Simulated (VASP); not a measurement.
# Cu in VASP: single point with PBE

Aim: the single point of Cu with PBE.

All numbers are computed with VASP 6.6.1; they aren't measurements. Logs are shortened: lines on timing, memory, paths and dates and some standing lists are left out, and cuts for length are marked.

**1. The cell of the first run**

The cell holds a wire or tube with vacuum around it, 14 atoms: a = 14.200 Å, b = 13.100 Å, c = 6.104 Å, α = 90.00°, β = 90.00°, γ = 90.00°.

**2. Single point, PBE**

File INCAR:

```
SYSTEM = Cu
PREC     = Accurate       ! precision mode
ENCUT    = 520            ! plane-wave cutoff, eV
EDIFF    = 1E-7           ! SCF threshold, eV
ISMEAR   = 0              ! smearing method
SIGMA    = 0.05           ! smearing width, eV
LREAL    = .False.        ! projectors in reciprocal space
LASPH    = .True.         ! aspherical terms in the spheres
NELM     = 80             ! most SCF steps
ALGO     = Normal         ! electronic algorithm
ISIF     = 2              ! what is computed and relaxed
LWAVE    = .False.        ! write WAVECAR
LCHARG   = .False.        ! write CHGCAR
GGA      = PE             ! functional
NBANDS   = 90             ! bands
```

File KPOINTS:

```
Automatic mesh
0
Gamma
  1 1 9
  0 0 0
```

File POSCAR:

```
Cu
1.0
   14.2000000000      0.0000000000      0.0000000000
    0.0000000000     13.1000000000      0.0000000000
    0.0000000000      0.0000000000      6.1036263211
Cu
14
Direct
    0.5827292144      0.5517328594     -0.0001420229
    0.4733615389      0.3609711221      0.3398653124
    0.3757006465      0.5444734714      0.6602942626
    0.5721849590      0.3642312458      0.0139353606
    0.4700112507      0.5562599370      0.3248929072
    0.3724609321      0.3588036658      0.6648532948
    0.6765690315      0.5492855169      0.6644574495
    0.4172707856      0.4482671406      0.0001420229
    0.6242993535      0.4555265286      0.3397057374
    0.5266384611      0.6390288779      0.6601346876
    0.4278150410      0.6357687542     -0.0139353606
    0.3234309685      0.4507144831      0.3355425505
    0.6275390679      0.6411963342      0.3351467052
    0.5299887493      0.4437400630      0.6751070928
```

Potentials or basis: VASP PAW PBE potentials, release 64 (Cu).

Command:

```sh
$ cat potpaw_PBE.64/Cu/POTCAR > POTCAR
$ mpirun -np 1 vasp_std > vasp.out
```

OUTCAR:

```text
SYSTEM = Cu
   PREC = Accurate
   ENCUT = 520
   EDIFF = 1E-7
   ISMEAR = 0
   LREAL = .False.
   LASPH = .True.
   NELM = 80
   ISIF = 2
   GGA = PE

 ion  position               nearest neighbor table
   1  0.583  0.552  1.000-  13 2.44   7 2.44  11 2.46   4 2.46   9 2.50  10 2.50  14 2.55   5 2.55
                             8 2.71
   2  0.473  0.361  0.340-  12 2.43   4 2.43   6 2.45  14 2.45   9 2.48   8 2.50   5 2.56
   3  0.376  0.544  0.660-   6 2.43  11 2.44  12 2.45   5 2.45  10 2.48   8 2.50  14 2.56
   4  0.572  0.364  0.014-  14 2.39   2 2.43   9 2.44   8 2.46   1 2.46
   5  0.470  0.556  0.325-  11 2.39   3 2.45  10 2.45  13 2.50  12 2.50   8 2.55   1 2.55   9 2.56
                             2 2.56  14 2.73
   6  0.372  0.359  0.665-   3 2.43   8 2.44  12 2.44   2 2.45  14 2.50
   7  0.677  0.549  0.664-  10 2.43   1 2.44  13 2.44   9 2.45  14 2.50
   8  0.417  0.448  0.000-   6 2.44  12 2.44   4 2.46  11 2.46   3 2.50   2 2.50   5 2.55  14 2.55
                             1 2.71
   9  0.624  0.456  0.340-  13 2.43   4 2.44   7 2.45  14 2.45   2 2.48   1 2.50   5 2.56
  10  0.527  0.639  0.660-   7 2.43  11 2.43  13 2.45   5 2.45   3 2.48   1 2.50  14 2.56
  11  0.428  0.636  0.986-   5 2.39  10 2.43   3 2.44   1 2.46   8 2.46
  12  0.323  0.451  0.336-   2 2.43   8 2.44   6 2.44   3 2.45   5 2.50
  13  0.628  0.641  0.335-   9 2.43   1 2.44   7 2.44  10 2.45   5 2.50
  14  0.530  0.444  0.675-   4 2.39   9 2.45   2 2.45   6 2.50   7 2.50   1 2.55   8 2.55   3 2.56
                            10 2.56   5 2.73

  LATTYP: Found a simple orthorhombic cell.
 ALAT       =     6.1036263211
 B/A-ratio  =     2.1462650744
 C/A-ratio  =     2.3264858058

  Lattice vectors:

 A1 = (   0.0000000000,   0.0000000000,  -6.1036263211)
 A2 = (   0.0000000000,  13.1000000000,   0.0000000000)
 A3 = (  14.2000000000,   0.0000000000,   0.0000000000)

Analysis of symmetry for initial positions (statically):
=====================================================================
 Subroutine PRICEL returns:
 Original cell was already a primitive cell.

 Routine SETGRP: Setting up the symmetry group for a
 simple orthorhombic supercell.

 Subroutine GETGRP returns: Found  2 space group operations
 (whereof  2 operations were pure point group operations)
 out of a pool of  8 trial point group operations.

The static configuration has the point symmetry S_2 .

Analysis of symmetry for dynamics (positions and initial velocities):
=====================================================================
 Subroutine PRICEL returns:
 Original cell was already a primitive cell.

 Routine SETGRP: Setting up the symmetry group for a
 simple orthorhombic supercell.

 Subroutine GETGRP returns: Found  2 space group operations
 (whereof  2 operations were pure point group operations)
 out of a pool of  8 trial point group operations.

The dynamic configuration has the point symmetry S_2 .

 Subroutine INISYM returns: Found  2 space group operations
 (whereof  2 operations are pure point group operations),
 and found     1 'primitive' translations

----------------------------------------------------------------------------------------

                                     Primitive cell

  volume of cell :    1135.3966

  direct lattice vectors                    reciprocal lattice vectors
    14.200000000  0.000000000  0.000000000     0.070422535  0.000000000  0.000000000
     0.000000000 13.100000000  0.000000000     0.000000000  0.076335878  0.000000000
     0.000000000  0.000000000  6.103626321     0.000000000  0.000000000  0.163837029

  length of vectors
    14.200000000 13.100000000  6.103626321     0.070422535  0.076335878  0.163837029

  position of ions in fractional coordinates (direct lattice)
     0.582729214  0.551732859  0.999857977
     0.473361539  0.360971122  0.339865312
     0.375700647  0.544473471  0.660294263
     0.572184959  0.364231246  0.013935361
     0.470011251  0.556259937  0.324892907
     0.372460932  0.358803666  0.664853295
     0.676569032  0.549285517  0.664457449
     0.417270786  0.448267141  0.000142023
     0.624299353  0.455526529  0.339705737
     0.526638461  0.639028878  0.660134688
     0.427815041  0.635768754  0.986064639
     0.323430968  0.450714483  0.335542551
     0.627539068  0.641196334  0.335146705
     0.529988749  0.443740063  0.675107093

  ion indices of the primitive-cell ions
   primitive index   ion index
                 1           1
                 2           2
                 3           3
                 4           4
                 5           5
[... 23 lines left out ...]
     0.000000000  0.000000000  0.018204114     0.000000000  0.000000000  0.111111111

  Length of vectors
     0.070422535  0.076335878  0.018204114

  Shift w.r.t. Gamma in fractional coordinates (k-lattice)
     0.000000000  0.000000000  0.000000000

 Subroutine IBZKPT returns following result:
 ===========================================

 Found      5 irreducible k-points:

 Following reciprocal coordinates:
            Coordinates               Weight
  0.000000  0.000000  0.000000      1.000000
  0.000000  0.000000  0.111111      2.000000
  0.000000  0.000000  0.222222      2.000000
  0.000000  0.000000  0.333333      2.000000
  0.000000  0.000000  0.444444      2.000000
   k-points           NKPTS =      5   k-points in BZ     NKDIM =      5   number of bands    NBANDS=     90
   number of dos      NEDOS =    301   number of ions     NIONS =     14
   total plane-waves  NPLWV = 508032
   dimension x,y,z NGX =   108 NGY =   98 NGZ =   48
   dimension x,y,z NGXF=   216 NGYF=  196 NGZF=   96
   ions per type =              14
   NGX,Y,Z   is equivalent  to a cutoff of  12.64, 12.44, 13.07 a.u.
   NGXF,Y,Z  is equivalent  to a cutoff of  25.29, 24.87, 26.15 a.u.
 SYSTEM =  Cu
   PREC   = accura    normal or accurate (medium, high low for compatibility)
   ISTART =      0    job   : 0-new  1-cont  2-samecut
   ICHARG =      2    charge: 1-file 2-atom 10-const
   ISPIN  =      1    spin polarized calculation?
   LNONCOLLINEAR =      F non collinear calculations
   LSORBIT =      F    spin-orbit coupling
   LASPH  =      T    aspherical Exc in radial PAW
   ENCUT  =  520.0 eV  38.22 Ry    6.18 a.u.  26.40 24.36 11.35*2*pi/ulx,y,z
   NELM   =     80;   NELMIN=  2; NELMDL= -5     # of ELM steps
   EDIFF  = 0.1E-06   stopping-criterion for ELM
   LREAL  =      F    real-space projection
   EDIFFG = 0.1E-05   stopping-criterion for IOM
   NSW    =      0    number of steps for IOM
   IBRION =     -1    ionic relax: 0-MD 1-quasi-New 2-CG
   NFREE  =      0    steps in history (QN), initial steepest desc. (CG)
   ISIF   =      2    stress and relaxation
   ISYM   =      2    0-nonsym 1-usesym 2-fastsym
   POTIM  = 0.5000    time-step for ionic-motion
   TEBEG  =    0.0;   TEEND  =   0.0 temperature during run
   PSTRESS=    0.0 pullay stress
   NELECT =     154.0000    total number of electrons
   NUPDOWN=      -1.0000    fix difference up-down
   EMIN   =  10.00;   EMAX   =-10.00  energy-range for DOS
   EFERMI =   0.00;   METHOD = LEGACY
   ISMEAR =     0;   SIGMA  =   0.05  broadening in eV -4-tet -1-fermi 0-gaus
   EFERMI_NEDOS =   21; number of points for ismear=-14 and -15
   IALGO  =     38    algorithm
   IMIX   =      4    mixing-type and parameters
     AMIX     =   0.40;   BMIX     =  1.00
     AMIX_MAG =   1.60;   BMIX_MAG =  1.00
  volume/ion in A,a.u.               =      81.10       547.29
  Fermi-wavevector in a.u.,A,eV,Ry     =   0.841135  1.589515  9.626240  0.707509
  Thomas-Fermi vector in A             =   1.955631
   LORBIT       =      0    0 simple, 1 ext, 2 COOP (PROOUT), +10 PAW based schemes
   GGA     = PE    functional components
   LHFCALC =     F    Hartree Fock is set to
   AEXX    =    0.0000 exact exchange contribution
   IVDW    =     0    specifies the selected vdW correction
   LEPSILON=     F    determine dielectric tensor
   LRPA    =     F    only Hartree local field effects (RPA)
 non-spin polarized calculation
 Gauss-broadening in eV      SIGMA  =   0.05
  energy-cutoff  :      520.00
  volume of cell :     1135.40
 maximum number of plane-waves:     30587
 NGX is ok and might be reduce to   108
   NGX = 53   NGY = 49   NGZ = 23

 number of electron     153.9999988 magnetization

 Free energy of the ion-electron system (eV)
  ---------------------------------------------------
  ext. energy  EPLUGINS =         0.00000000
  ---------------------------------------------------
  free energy    TOTEN  =       -39.97108917 eV

  energy without entropy =      -39.96167119  energy(sigma->0) =      -39.96638018

 E-fermi :  -2.5052     XC(G=0):  -3.0996

 val. band max:       -2.5388216302   @ k =   0.0000   0.0000   0.2222
 cond. band min:      -2.4751834321   @ k =   0.0000   0.0000   0.2222
 fundamental gap:      0.0636381981
 Fermi energy:        -2.5052114032

 k-point     1 :       0.0000    0.0000    0.0000
  band No.  band energies     occupation
      1      -9.8740      2.00000
      2      -7.8232      2.00000
      3      -7.3546      2.00000
      4      -7.0169      2.00000
      5      -6.9485      2.00000
      6      -6.5944      2.00000
[... 449 lines left out ...]
     88       1.2181      0.00000
     89       1.3642      0.00000
 [bands above 89 left out]

------------------------ aborting loop because EDIFF is reached ----------------------------------------

  FORCE on cell =-STRESS in cart. coord.  units (eV):
  Direction    XX          YY          ZZ          XY          YZ          ZX
  --------------------------------------------------------------------------------------
  -------------------------------------------------------------------------------------
  Total        0.2667277      0.2727261      0.5729572      0.0158521      0.0069953     -0.0024781
  in kB        0.3763839      0.3848485      0.8085096      0.0223692      0.0098712     -0.0034969
  external PRESSURE =       0.5232473 kB  Pullay stress =       0.0000000 kB

 VOLUME and BASIS-vectors are now :
 -----------------------------------------------------------------------------
  energy-cutoff  :      520.00
  volume of cell :     1135.40
      direct lattice vectors                 reciprocal lattice vectors
    14.200000000  0.000000000  0.000000000     0.070422535  0.000000000  0.000000000
     0.000000000 13.100000000  0.000000000     0.000000000  0.076335878  0.000000000
     0.000000000  0.000000000  6.103626321     0.000000000  0.000000000  0.163837029

 POSITION                                       TOTAL-FORCE (eV/Angst)
 -----------------------------------------------------------------------------------
      8.27475      7.22770      6.10276         0.008325      0.003048     -0.000014
      6.72173      4.72872      2.07441         0.010930     -0.027610     -0.009277
      5.33495      7.13260      4.03019        -0.018643      0.026848      0.009877
      8.12503      4.77143      0.08506         0.015537     -0.025065     -0.000078
      6.67416      7.28701      1.98302        -0.002807      0.004745     -0.006695
      5.28895      4.70033      4.05802        -0.020501     -0.037845      0.010172
      9.60728      7.19564      4.05560         0.042949      0.000228      0.009633
      5.92525      5.87230      0.00087        -0.008325     -0.003048      0.000014
      8.86505      5.96740      2.07344         0.018643     -0.026848     -0.009877
      7.47827      8.37128      4.02922        -0.010930      0.027610      0.009277
      6.07497      8.32857      6.01857        -0.015537      0.025065      0.000078
      4.59272      5.90436      2.04803        -0.042949     -0.000228     -0.009633
      8.91105      8.39967      2.04561         0.020501      0.037845     -0.010172
      7.52584      5.81299      4.12060         0.002807     -0.004745      0.006695
 -----------------------------------------------------------------------------------
    total drift:                                0.000000      0.000000      0.000000

  FREE ENERGIE OF THE ION-ELECTRON SYSTEM (eV)
  ---------------------------------------------------
  free  energy   TOTEN  =       -39.9710891707 eV

  energy  without entropy=      -39.9616711859  energy(sigma->0) =      -39.96638018
```

It took 44 min on 1 thread of Intel Xeon Platinum 8259CL at 2.50GHz (Skylake/Cascade Lake), shared host; peak memory 1.1 GiB.

Results:

| Property | Result |
| --- | --- |
| Free energy | -39.9711 eV |
| Largest force | 0.044 eV/Å |

Forces on the atoms (eV/Å):
```
Cu   0.008  0.003  0.000
Cu   0.011 -0.028 -0.009
Cu  -0.019  0.027  0.010
Cu   0.016 -0.025  0.000
Cu  -0.003  0.005 -0.007
Cu  -0.021 -0.038  0.010
Cu   0.043  0.000  0.010
Cu  -0.008 -0.003  0.000
Cu   0.019 -0.027 -0.010
Cu  -0.011  0.028  0.009
Cu  -0.016  0.025  0.000
Cu  -0.043  0.000 -0.010
Cu   0.021  0.038 -0.010
Cu   0.003 -0.005  0.007
```

Levels at points of the mesh, in eV from the Fermi level:
```
           k point  band 73  band 74  band 75  band 76  band 77  band 78  band 79  band 80  band 81  band 82
(0.00, 0.00, 0.00)    -1.26    -0.98    -0.81    -0.33    -0.13     0.30     0.67     0.99     1.13     1.52
```
